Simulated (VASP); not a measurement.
# ZnS (Cmc2_1) in VASP: single point with PBE

Aim: the single point of ZnS with PBE.

Everything below comes from runs of VASP 6.6.1. Logs are shortened: lines on timing, memory, paths and dates and some standing lists are left out, and cuts for length are marked.

### 1 The cell of the first run

Symmetry: Cmc2_1, No. 36, orthorhombic system. The conventional cell has a = 3.962 Å, b = 6.663 Å, c = 12.590 Å, α = 90.00°, β = 90.00°, γ = 90.00°. Zn (site symmetry m) has 4 S at 2.36 to 2.40 Å within 3.1 Å. Within 3.1 Å of Zn (site symmetry m) lie 4 S at 2.36 to 2.40 Å. Within 3.1 Å of S (site symmetry m) lie 4 Zn at 2.36 to 2.40 Å. Within 3.1 Å of S (site symmetry m) lie 4 Zn at 2.36 to 2.40 Å.

### 2 Single point, PBE (strain +0.0300 x Voigt [1, 0, 0, 0, 0, 0])

File INCAR:

```
SYSTEM = ZnS
ALGO = Normal ; EDIFF = 1E-6
ENCUT = 520 ; GGA = PE
ISIF = 2 ; ISMEAR = 0
LASPH = .TRUE. ; LCHARG = .TRUE.
LELF = .TRUE. ; LREAL = .FALSE.
LVHAR = .TRUE. ; LWAVE = .FALSE.
NBANDS = 46 ; NELM = 60
PREC = Accurate ; SIGMA = 0.05
```

File KPOINTS:

```
k-points
0
G
  12 12 2
  0 0 0
```

File POSCAR:

```
ZnS
1.0
    3.9621251482      0.0000000000      0.0000000000
   -1.9810625741      3.3313602246      0.0000000000
    0.0000000000      0.0000000000     12.5902250307
Zn S
4 4
Direct
    0.0000000000      0.0000000000      0.0000503469
    0.0000000000      0.0000000000      0.5000503469
    0.3333333333      0.6666666667      0.2500245139
    0.6666666667      0.3333333333      0.7500245139
    0.0000000000      0.0000000000      0.1872896977
    0.0000000000      0.0000000000      0.6872896977
    0.3333333333      0.6666666667      0.4376354415
    0.6666666667      0.3333333333      0.9376354415
```

Potentials or basis: VASP PAW PBE potentials, release 64 (Zn, S).

Launch:

```bash
> cat potpaw_PBE.64/Zn/POTCAR potpaw_PBE.64/S/POTCAR > POTCAR
> mpirun -np 1 vasp_std > vasp.out
```

OUTCAR:

```text
SYSTEM = ZnS
   EDIFF = 1E-6
   ENCUT = 520
   GGA = PE
   ISIF = 2
   ISMEAR = 0
   LASPH = .TRUE.
   LREAL = .FALSE.
   NELM = 60
   PREC = Accurate

 ion  position               nearest neighbor table
   1  0.000  0.000  0.000-   8 2.36   5 2.36   8 2.40   8 2.40
   2  0.000  0.000  0.500-   7 2.36   6 2.36   7 2.40   7 2.40
   3  0.333  0.667  0.250-   5 2.36   7 2.36   5 2.40   5 2.40
   4  0.667  0.333  0.750-   6 2.36   8 2.36   6 2.40   6 2.40
   5  0.000  0.000  0.187-   3 2.36   1 2.36   3 2.40   3 2.40
   6  0.000  0.000  0.687-   4 2.36   2 2.36   4 2.40   4 2.40
   7  0.333  0.667  0.438-   2 2.36   3 2.36   2 2.40   2 2.40
   8  0.667  0.333  0.938-   1 2.36   4 2.36   1 2.40   1 2.40

  Warning from LATTYP: Monoclinic adjustment (A1->A3, A2->A1, A3->A2)!
  LATTYP: Found a base centered orthorhombic cell.
 ALAT       =     3.9621251482
 B/A-ratio  =     1.6816027258
 C/A-ratio  =     3.1776444609

  Lattice vectors:

 A1 = (   1.9810625741,  -3.3313602246,   0.0000000000)
 A2 = (   1.9810625741,   3.3313602246,   0.0000000000)
 A3 = (   0.0000000000,   0.0000000000,  12.5902250307)

Analysis of symmetry for initial positions (statically):
=====================================================================
 Subroutine PRICEL returns:
 Original cell was already a primitive cell.

 Routine SETGRP: Setting up the symmetry group for a
 base centered orthorhombic supercell.

 Subroutine GETGRP returns: Found  4 space group operations
 (whereof  2 operations were pure point group operations)
 out of a pool of  8 trial point group operations.

The static configuration has the point symmetry C_1h.
 The point group associated with its full space group is C_2v.

Analysis of symmetry for dynamics (positions and initial velocities):
=====================================================================
 Subroutine PRICEL returns:
 Original cell was already a primitive cell.

 Routine SETGRP: Setting up the symmetry group for a
 base centered orthorhombic supercell.

 Subroutine GETGRP returns: Found  4 space group operations
 (whereof  2 operations were pure point group operations)
 out of a pool of  8 trial point group operations.

The dynamic configuration has the point symmetry C_1h.
 The point group associated with its full space group is C_2v.

 Subroutine INISYM returns: Found  4 space group operations
 (whereof  2 operations are pure point group operations),
 and found     1 'primitive' translations

----------------------------------------------------------------------------------------
[... 108 lines left out ...]
   NSW    =      0    number of steps for IOM
   IBRION =     -1    ionic relax: 0-MD 1-quasi-New 2-CG
   NFREE  =      0    steps in history (QN), initial steepest desc. (CG)
   ISIF   =      2    stress and relaxation
   ISYM   =      2    0-nonsym 1-usesym 2-fastsym
   POTIM  = 0.5000    time-step for ionic-motion
   TEBEG  =    0.0;   TEEND  =   0.0 temperature during run
   PSTRESS=    0.0 pullay stress
   NELECT =      72.0000    total number of electrons
   NUPDOWN=      -1.0000    fix difference up-down
   EMIN   =  10.00;   EMAX   =-10.00  energy-range for DOS
   EFERMI =   0.00;   METHOD = LEGACY
   ISMEAR =     0;   SIGMA  =   0.05  broadening in eV -4-tet -1-fermi 0-gaus
   EFERMI_NEDOS =   21; number of points for ismear=-14 and -15
   IALGO  =     38    algorithm
   IMIX   =      4    mixing-type and parameters
     AMIX     =   0.40;   BMIX     =  1.00
     AMIX_MAG =   1.60;   BMIX_MAG =  1.00
  volume/ion in A,a.u.               =      20.77       140.18
  Fermi-wavevector in a.u.,A,eV,Ry     =   1.238772  2.340939 20.878889  1.534555
  Thomas-Fermi vector in A             =   2.373283
   LORBIT       =      0    0 simple, 1 ext, 2 COOP (PROOUT), +10 PAW based schemes
   GGA     = PE    functional components
   LHFCALC =     F    Hartree Fock is set to
   AEXX    =    0.0000 exact exchange contribution
   IVDW    =     0    specifies the selected vdW correction
   LEPSILON=     F    determine dielectric tensor
   LRPA    =     F    only Hartree local field effects (RPA)
 non-spin polarized calculation
 Gauss-broadening in eV      SIGMA  =   0.05
  energy-cutoff  :      520.00
  volume of cell :      166.18
 maximum number of plane-waves:      4521
 NGX is ok and might be reduce to    30
   NGX = 15   NGY = 15   NGZ = 47

 number of electron      71.9999992 magnetization

 Free energy of the ion-electron system (eV)
  ---------------------------------------------------
  ext. energy  EPLUGINS =         0.00000000
  ---------------------------------------------------
  free energy    TOTEN  =       -27.34618044 eV

  energy without entropy =      -27.34618044  energy(sigma->0) =      -27.34618044

 E-fermi :   1.8986     XC(G=0):  -9.3856

 val. band max:        1.6763978297   @ k =   0.0000   0.0000   0.0000
 cond. band min:       3.5698611623   @ k =   0.0000   0.0000   0.0000
 fundamental gap:      1.8934633326
 Fermi energy:         1.8986199483

 k-point     1 :       0.0000    0.0000    0.0000
  band No.  band energies     occupation
      1     -11.1592      2.00000
      2     -10.7668      2.00000
      3     -10.7556      2.00000
      4     -10.2918      2.00000
      5      -4.5123      2.00000
      6      -4.5016      2.00000
[... 1165 lines left out ...]
     45       8.6727      0.00000
     46       8.9941      0.00000

 [... further k-points ...]
[... 5 lines left out ...]
  --------------------------------------------------------------------------------------
  -------------------------------------------------------------------------------------
  Total       -3.7405012     -0.9736029     -0.6274149      0.0000000      0.0000000      0.0000000
  in kB      -36.0626060     -9.3866183     -6.0489793      0.0000000      0.0000000      0.0000000
  external PRESSURE =     -17.1660679 kB  Pullay stress =       0.0000000 kB

 VOLUME and BASIS-vectors are now :
 -----------------------------------------------------------------------------
  energy-cutoff  :      520.00
  volume of cell :      166.18
      direct lattice vectors                 reciprocal lattice vectors
     3.962125148  0.000000000  0.000000000     0.252389807  0.150088842  0.000000000
    -1.981062574  3.331360225  0.000000000     0.000000000  0.300177685  0.000000000
     0.000000000  0.000000000 12.590225031     0.000000000  0.000000000  0.079426698

 POSITION                                       TOTAL-FORCE (eV/Angst)
 -----------------------------------------------------------------------------------
      0.00000      0.00000      0.00063        -0.000000      0.101259     -0.068580
      0.00000      0.00000      6.29575         0.000000     -0.101259     -0.068580
     -0.00000      2.22091      3.14786         0.000000      0.090928     -0.065084
      1.98106      1.11045      9.44298        -0.000000     -0.090928     -0.065084
      0.00000      0.00000      2.35802        -0.000000     -0.100122      0.064735
      0.00000      0.00000      8.65313         0.000000      0.100122      0.064735
     -0.00000      2.22091      5.50993        -0.000000      0.145050      0.068930
      1.98106      1.11045     11.80504         0.000000     -0.145050      0.068930
 -----------------------------------------------------------------------------------
    total drift:                               -0.000001     -0.000002     -0.000010

  FREE ENERGIE OF THE ION-ELECTRON SYSTEM (eV)
  ---------------------------------------------------
  free  energy   TOTEN  =       -27.3461804406 eV

  energy  without entropy=      -27.3461804406  energy(sigma->0) =      -27.34618044
```

OSZICAR:

```text
N       E                     dE             d eps       ncg     rms          rms(c)
DAV:   1     0.586559135686E+03    0.58656E+03   -0.33176E+04  7912   0.185E+03
DAV:   2     0.520464916107E+02   -0.53451E+03   -0.51361E+03  7912   0.430E+02
DAV:   3    -0.252408087079E+02   -0.77287E+02   -0.76101E+02  8760   0.150E+02
DAV:   4    -0.290060617272E+02   -0.37653E+01   -0.37491E+01  9668   0.333E+01
DAV:   5    -0.290640926880E+02   -0.58031E-01   -0.58004E-01  9326   0.420E+00    0.126E+01
DAV:   6    -0.273086051197E+02    0.17555E+01   -0.35974E+00 12196   0.405E+01    0.987E+00
DAV:   7    -0.273991174131E+02   -0.90512E-01   -0.40425E+00  8888   0.789E+00    0.397E+00
DAV:   8    -0.273440446178E+02    0.55073E-01   -0.27529E-01 10038   0.468E+00    0.111E+00
DAV:   9    -0.273453176882E+02   -0.12731E-02   -0.54769E-02 10254   0.266E+00    0.355E-01
DAV:  10    -0.273456363868E+02   -0.31870E-03   -0.33401E-03  9250   0.627E-01    0.184E-01
DAV:  11    -0.273461539399E+02   -0.51755E-03   -0.90227E-04  8912   0.170E-01    0.114E-01
DAV:  12    -0.273461710096E+02   -0.17070E-04   -0.53097E-05  9908   0.138E-01    0.205E-02
DAV:  13    -0.273461761018E+02   -0.50922E-05   -0.18569E-05 10406   0.428E-02    0.145E-02
DAV:  14    -0.273461804242E+02   -0.43224E-05   -0.83174E-06  8618   0.235E-02    0.514E-03
DAV:  15    -0.273461804406E+02   -0.16467E-07   -0.64921E-07  6136   0.684E-03
   1 F= -.27346180E+02 E0= -.27346180E+02  d E =-.258804E-12
```

It took 21 min on 1 thread of Intel Xeon 8259CL, shared host; peak memory 0.61 GiB.

What came out:

| Item | Value |
| --- | --- |
| Free energy | -27.3462 eV |
| Pressure | -1.7 GPa |
| Largest force | 0.161 eV/Å |
| Band gap on the k mesh | 1.89 eV |

Forces in eV/Å, atoms in the order of the input:
```
Zn   0.000  0.101 -0.069
Zn   0.000 -0.101 -0.069
Zn   0.000  0.091 -0.065
Zn   0.000 -0.091 -0.065
S    0.000 -0.100  0.065
S    0.000  0.100  0.065
S    0.000  0.145  0.069
S    0.000 -0.145  0.069
```

Stress tensor (GPa, compression positive):
```
-3.61  0.00  0.00
 0.00 -0.94  0.00
 0.00  0.00 -0.60
```

Caveat: the cell differs from its parent crystal (strain +0.0300 x Voigt [1, 0, 0, 0, 0, 0]).
